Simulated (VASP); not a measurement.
# Si (Fd-3m) in VASP: single point with PBE

Aim: the single point of Si with PBE.

Program: VASP 6.6.1. These are calculated values, not measurements. Logs are shortened: lines on timing, memory, paths and dates and some standing lists are left out, and cuts for length are marked.

**1. The cell of the first run**

Symmetry: Fd-3m, No. 227, cubic system. Conventional cell: a = 5.427 Å, b = 5.427 Å, c = 5.427 Å, α = 90.00°, β = 90.00°, γ = 90.00°. Si (site symmetry -43m) has 4 Si at 2.35 Å within 3.1 Å.

**2. Single point, PBE**

Input file INCAR:

```
SYSTEM = Si
ALGO     = Normal         ! electronic algorithm
EDIFF    = 1E-7           ! SCF threshold, eV
ENCUT    = 520            ! plane-wave cutoff, eV
GGA      = PE             ! functional
ISIF     = 2              ! what is computed and relaxed
ISMEAR   = 0              ! smearing method
LASPH    = .TRUE.         ! aspherical terms in the spheres
LCHARG   = .FALSE.        ! write CHGCAR
LREAL    = .FALSE.        ! projectors in reciprocal space
LWAVE    = .FALSE.        ! write WAVECAR
NBANDS   = 11             ! bands
NELM     = 100            ! most SCF steps
PREC     = Accurate       ! precision mode
SIGMA    = 0.05           ! smearing width, eV
```

Input file KPOINTS:

```
k-points
0
G
  12 12 12
  0 0 0
```

Input file POSCAR:

```
Si
1.0
    0.0000000000      2.7135600000      2.7135600000
    2.7135600000      0.0000000000      2.7135600000
    2.7135600000      2.7135600000      0.0000000000
Si
2
Direct
    0.2500000000      0.2500000000      0.2500000000
    0.0000000000      0.0000000000      0.0000000000
```

Potentials or basis: VASP PAW PBE potentials, release 64 (Si).

The run is started by

```console
$ cat potpaw_PBE.64/Si/POTCAR > POTCAR
$ mpirun -np 1 vasp_std > vasp.out
```

OUTCAR:

```text
SYSTEM = Si
   EDIFF = 1E-7
   ENCUT = 520
   GGA = PE
   ISIF = 2
   ISMEAR = 0
   LASPH = .TRUE.
   LREAL = .FALSE.
   NELM = 100
   PREC = Accurate

 ion  position               nearest neighbor table
   1  0.250  0.250  0.250-   2 2.35   2 2.35   2 2.35   2 2.35
   2  0.000  0.000  0.000-   1 2.35   1 2.35   1 2.35   1 2.35

  LATTYP: Found a face centered cubic cell.
 ALAT       =     5.4271200000

  Lattice vectors:

 A1 = (   0.0000000000,   2.7135600000,   2.7135600000)
 A2 = (   2.7135600000,   0.0000000000,   2.7135600000)
 A3 = (   2.7135600000,   2.7135600000,   0.0000000000)

Analysis of symmetry for initial positions (statically):
=====================================================================
 Subroutine PRICEL returns:
 Original cell was already a primitive cell.

 Routine SETGRP: Setting up the symmetry group for a
 face centered cubic supercell.

 Subroutine GETGRP returns: Found 48 space group operations
 (whereof 24 operations were pure point group operations)
 out of a pool of 48 trial point group operations.

The static configuration has the point symmetry T_d .
 The point group associated with its full space group is O_h .

Analysis of symmetry for dynamics (positions and initial velocities):
=====================================================================
 Subroutine PRICEL returns:
 Original cell was already a primitive cell.

 Routine SETGRP: Setting up the symmetry group for a
 face centered cubic supercell.

 Subroutine GETGRP returns: Found 48 space group operations
 (whereof 24 operations were pure point group operations)
 out of a pool of 48 trial point group operations.

The dynamic configuration has the point symmetry T_d .
 The point group associated with its full space group is O_h .

 Subroutine INISYM returns: Found 48 space group operations
 (whereof 24 operations are pure point group operations),
 and found     1 'primitive' translations

----------------------------------------------------------------------------------------

                                     Primitive cell

  volume of cell :      39.9621

  direct lattice vectors                    reciprocal lattice vectors
     0.000000000  2.713560000  2.713560000    -0.184259792  0.184259792  0.184259792
     2.713560000  0.000000000  2.713560000     0.184259792 -0.184259792  0.184259792
     2.713560000  2.713560000  0.000000000     0.184259792  0.184259792 -0.184259792

  length of vectors
     3.837553354  3.837553354  3.837553354     0.319147321  0.319147321  0.319147321

  position of ions in fractional coordinates (direct lattice)
     0.250000000  0.250000000  0.250000000
     0.000000000  0.000000000  0.000000000

  ion indices of the primitive-cell ions
   primitive index   ion index
                 1           1
                 2           2

----------------------------------------------------------------------------------------

 KPOINTS: k-points

Automatic generation of k-mesh.
 Grid dimensions read from file:
 generate k-points for:   12   12   12

 Generating k-lattice:

  Cartesian coordinates                     Fractional coordinates (reciprocal lattice)
    -0.015354983  0.015354983  0.015354983     0.083333333  0.000000000  0.000000000
     0.015354983 -0.015354983  0.015354983     0.000000000  0.083333333  0.000000000
     0.015354983  0.015354983 -0.015354983     0.000000000  0.000000000  0.083333333

  Length of vectors
     0.026595610  0.026595610  0.026595610

  Shift w.r.t. Gamma in fractional coordinates (k-lattice)
     0.000000000  0.000000000  0.000000000

 Subroutine IBZKPT returns following result:
 ===========================================

 Found     72 irreducible k-points:

 Following reciprocal coordinates:
            Coordinates               Weight
  0.000000  0.000000  0.000000      1.000000
  0.083333  0.000000  0.000000      8.000000
  0.166667  0.000000  0.000000      8.000000
  0.250000  0.000000  0.000000      8.000000
  0.333333  0.000000  0.000000      8.000000
  0.416667  0.000000  0.000000      8.000000
[... 16 lines left out ...]
  0.500000  0.166667  0.000000     24.000000
 -0.416667  0.166667  0.000000     24.000000
 [... further k-points ...]
   k-points           NKPTS =     72   k-points in BZ     NKDIM =     72   number of bands    NBANDS=     11
   number of dos      NEDOS =    301   number of ions     NIONS =      2
   total plane-waves  NPLWV =  27000
   dimension x,y,z NGX =    30 NGY =   30 NGZ =   30
   dimension x,y,z NGXF=    60 NGYF=   60 NGZF=   60
   ions per type =               2
   NGX,Y,Z   is equivalent  to a cutoff of  13.00, 13.00, 13.00 a.u.
   NGXF,Y,Z  is equivalent  to a cutoff of  25.99, 25.99, 25.99 a.u.
 SYSTEM =  Si
   PREC   = accura    normal or accurate (medium, high low for compatibility)
   ISTART =      0    job   : 0-new  1-cont  2-samecut
   ICHARG =      2    charge: 1-file 2-atom 10-const
   ISPIN  =      1    spin polarized calculation?
   LNONCOLLINEAR =      F non collinear calculations
   LSORBIT =      F    spin-orbit coupling
   LASPH  =      T    aspherical Exc in radial PAW
   ENCUT  =  520.0 eV  38.22 Ry    6.18 a.u.   7.14  7.14  7.14*2*pi/ulx,y,z
   NELM   =    100;   NELMIN=  2; NELMDL= -5     # of ELM steps
   EDIFF  = 0.1E-06   stopping-criterion for ELM
   LREAL  =      F    real-space projection
   EDIFFG = 0.1E-05   stopping-criterion for IOM
   NSW    =      0    number of steps for IOM
   IBRION =     -1    ionic relax: 0-MD 1-quasi-New 2-CG
   NFREE  =      0    steps in history (QN), initial steepest desc. (CG)
   ISIF   =      2    stress and relaxation
   ISYM   =      2    0-nonsym 1-usesym 2-fastsym
   POTIM  = 0.5000    time-step for ionic-motion
   TEBEG  =    0.0;   TEEND  =   0.0 temperature during run
   PSTRESS=    0.0 pullay stress
   NELECT =       8.0000    total number of electrons
   NUPDOWN=      -1.0000    fix difference up-down
   EMIN   =  10.00;   EMAX   =-10.00  energy-range for DOS
   EFERMI =   0.00;   METHOD = LEGACY
   ISMEAR =     0;   SIGMA  =   0.05  broadening in eV -4-tet -1-fermi 0-gaus
   EFERMI_NEDOS =   21; number of points for ismear=-14 and -15
   IALGO  =     38    algorithm
   IMIX   =      4    mixing-type and parameters
     AMIX     =   0.40;   BMIX     =  1.00
     AMIX_MAG =   1.60;   BMIX_MAG =  1.00
  volume/ion in A,a.u.               =      19.98       134.84
  Fermi-wavevector in a.u.,A,eV,Ry     =   0.957684  1.809760 12.478691  0.917158
  Thomas-Fermi vector in A             =   2.086724
   LORBIT       =      0    0 simple, 1 ext, 2 COOP (PROOUT), +10 PAW based schemes
   GGA     = PE    functional components
   LHFCALC =     F    Hartree Fock is set to
   AEXX    =    0.0000 exact exchange contribution
   IVDW    =     0    specifies the selected vdW correction
   LEPSILON=     F    determine dielectric tensor
   LRPA    =     F    only Hartree local field effects (RPA)
 non-spin polarized calculation
 Gauss-broadening in eV      SIGMA  =   0.05
  energy-cutoff  :      520.00
  volume of cell :       39.96
 maximum number of plane-waves:      1090
 NGX is ok and might be reduce to    30
   NGX = 15   NGY = 15   NGZ = 15

 number of electron       8.0000000 magnetization

 Free energy of the ion-electron system (eV)
  ---------------------------------------------------
  ext. energy  EPLUGINS =         0.00000000
  ---------------------------------------------------
  free energy    TOTEN  =       -10.84370966 eV

  energy without entropy =      -10.84370966  energy(sigma->0) =      -10.84370966

 E-fermi :   6.0894     XC(G=0):  -9.4169

 val. band max:        5.8457154155   @ k =   0.0000   0.0000   0.0000
 cond. band min:       6.4152351917   @ k =   0.4167   0.4167   0.0000
 fundamental gap:      0.5695197762
 Fermi energy:         6.0893573843

 k-point     1 :       0.0000    0.0000    0.0000
  band No.  band energies     occupation
      1      -6.1252      2.00000
      2       5.8457      2.00000
      3       5.8457      2.00000
      4       5.8457      2.00000
      5       8.4123      0.00000
      6       8.4123      0.00000
      7       8.4123      0.00000
      8       9.2424      0.00000
      9      13.5669      0.00000
     10      13.5669      0.00000
     11      13.8139      0.00000

 k-point     2 :       0.0833    0.0000    0.0000
  band No.  band energies     occupation
      1      -6.0340      2.00000
      2       4.9883      2.00000
      3       5.7020      2.00000
      4       5.7020      2.00000
      5       8.4606      0.00000
      6       8.6240      0.00000
      7       8.6240      0.00000
      8       9.9001      0.00000
      9      13.2976      0.00000
     10      13.2976      0.00000
     11      14.1995      0.00000

 k-point     3 :       0.1667    0.0000    0.0000
  band No.  band energies     occupation
      1      -5.7634      2.00000
      2       3.4658      2.00000
      3       5.3953      2.00000
      4       5.3953      2.00000
      5       8.2065      0.00000
      6       9.0603      0.00000
      7       9.0603      0.00000
      8      11.3218      0.00000
      9      12.9313      0.00000
     10      12.9313      0.00000
     11      14.9446      0.00000
[... 267 lines left out ...]
 k-point    23 :       0.5000    0.1667    0.0000
  band No.  band energies     occupation
      1      -3.6295      2.00000
      2      -0.7633      2.00000
      3       3.0679      2.00000
      4       4.0688      2.00000
      5       7.8894      0.00000
      6       9.9683      0.00000
      7      10.4698      0.00000
      8      12.2737      0.00000
      9      15.2798      0.00000
     10      16.3276      0.00000
     11      17.6554      0.00000

 k-point    24 :      -0.4167    0.1667    0.0000
  band No.  band energies     occupation
      1      -3.5147      2.00000
      2      -0.9236      2.00000
      3       2.8535      2.00000
      4       4.2530      2.00000
      5       8.0354      0.00000
      6       9.9199      0.00000
      7      10.2432      0.00000
      8      13.8328      0.00000
      9      14.4144      0.00000
     10      14.6352      0.00000
     11      17.0253      0.00000

 [... further k-points ...]

------------------------ aborting loop because EDIFF is reached ----------------------------------------

  FORCE on cell =-STRESS in cart. coord.  units (eV):
  Direction    XX          YY          ZZ          XY          YZ          ZX
  --------------------------------------------------------------------------------------
  -------------------------------------------------------------------------------------
  Total        0.5321024      0.5321024      0.5321024      0.0000000     -0.0000000      0.0000000
  in kB       21.3332737     21.3332737     21.3332737      0.0000000     -0.0000000      0.0000000
  external PRESSURE =      21.3332737 kB  Pullay stress =       0.0000000 kB

 VOLUME and BASIS-vectors are now :
 -----------------------------------------------------------------------------
  energy-cutoff  :      520.00
  volume of cell :       39.96
      direct lattice vectors                 reciprocal lattice vectors
     0.000000000  2.713560000  2.713560000    -0.184259792  0.184259792  0.184259792
     2.713560000  0.000000000  2.713560000     0.184259792 -0.184259792  0.184259792
     2.713560000  2.713560000  0.000000000     0.184259792  0.184259792 -0.184259792

 POSITION                                       TOTAL-FORCE (eV/Angst)
 -----------------------------------------------------------------------------------
      1.35678      1.35678      1.35678        -0.000000     -0.000000     -0.000000
      0.00000      0.00000      0.00000         0.000000      0.000000      0.000000
 -----------------------------------------------------------------------------------
    total drift:                               -0.000000     -0.000000     -0.000000

  FREE ENERGIE OF THE ION-ELECTRON SYSTEM (eV)
  ---------------------------------------------------
  free  energy   TOTEN  =       -10.8437096589 eV

  energy  without entropy=      -10.8437096589  energy(sigma->0) =      -10.84370966
```

It took 26 s on 1 thread of Intel Xeon Platinum 8375C at 2.90GHz (Ice Lake), shared host; peak memory 0.17 GiB.

What came out:

* Free energy: -10.8437 eV
* Pressure: 2.1 GPa
* Band gap on the k mesh: 0.57 eV, indirect (least direct gap 2.57 eV)

Levels at points of the mesh, in eV from the valence-band top:
```tsv
k point	band 1	band 2	band 3	band 4	band 5	band 6	band 7	band 8
(0.00, 0.00, 0.00)	-11.97	0.00	0.00	0.00	2.57	2.57	2.57	3.40
(0.50, 0.00, 0.00)	-9.63	-6.97	-1.20	-1.20	1.55	3.34	3.34	7.73
(0.50, 0.50, 0.00)	-7.82	-7.82	-2.85	-2.85	0.71	0.71	10.13	10.13
```
